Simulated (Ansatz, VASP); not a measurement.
## Li2S in VASP and in Ansatz

The input INCAR:

```
SYSTEM = Li2S
PREC = Accurate
ENCUT = 650
EDIFF = 1E-8
ISMEAR = -1
SIGMA = 0.02
LREAL = .False.
LASPH = .True.
NELM = 120
ALGO = Normal
ISIF = 2
LWAVE = .False.
LCHARG = .False.
GGA = CA
LEFG = .True.
NBANDS = 13
GGA_COMPAT = .False.
```

Contents of KPOINTS:

```
regular mesh
0
Gamma
  7 7 7
  0 0 0
```

File POSCAR:

```
Li2S
1.0
    0.0000000000      2.7957387543      2.7957387543
    2.7957387543      0.0000000000      2.7957387543
    2.7957387543      2.7957387543      0.0000000000
Li S
2 1
Direct
    0.2500000000      0.2500000000      0.2500000000
    0.7500000000      0.7500000000      0.7500000000
    0.0000000000      0.0000000000      0.0000000000
```

Input for Ansatz:

```yaml
crystal:
  lattice:
    - [0.0, 2.7957387543, 2.7957387543]
    - [2.7957387543, 0.0, 2.7957387543]
    - [2.7957387543, 2.7957387543, 0.0]
  atoms:
    - { symbol: Li, position: [0.25, 0.25, 0.25] }
    - { symbol: Li, position: [0.75, 0.75, 0.75] }
    - { symbol: S, position: [0.0, 0.0, 0.0] }
kpoints:
  mp_grid: { grid: [7, 7, 7] }
scf:
  occupations: { method: fermi_dirac, width: 0.02 }
hamiltonian:
  xc: lda
  pseudopotentials: { kind: paw }
output:
  forces: true
  stress: true
  eigenvalues: true
  efg: { contact_densities: true }
  write_density: true
  write_potential: true
  elf: true
  volumetric_format: npy
```

Change from the starting cell: volume scaled by 0.94, PAW files.

Alike in both runs: task electric field gradients; functional LDA; k mesh 7 × 7 × 7; occupations fermi-dirac, width 0.02 eV; no spin polarisation.

```csv
,VASP,Ansatz
version,VASP 6.6.1,Ansatz 0.2.0
potentials or method,"VASP PAW LDA potentials, release 64 (Li_sv, S)","PAW with Ansatz's default frozen-core files, scalar-relativistic"
plane-wave cutoff (eV),650,420
valence electrons in the cell,12,12
```

Ansatz gave:

```
gap on the k mesh at the Fermi level (eV) : 3.28
pressure (GPa)                            : -0.6
```

Question: Estimate VASP's values.

Answer: gap on the k mesh at the Fermi level (eV): 3.28; pressure (GPa): -0.7.

LDA's correlation is that of Perdew and Zunger in VASP and of Perdew and Wang (1992) in Ansatz.
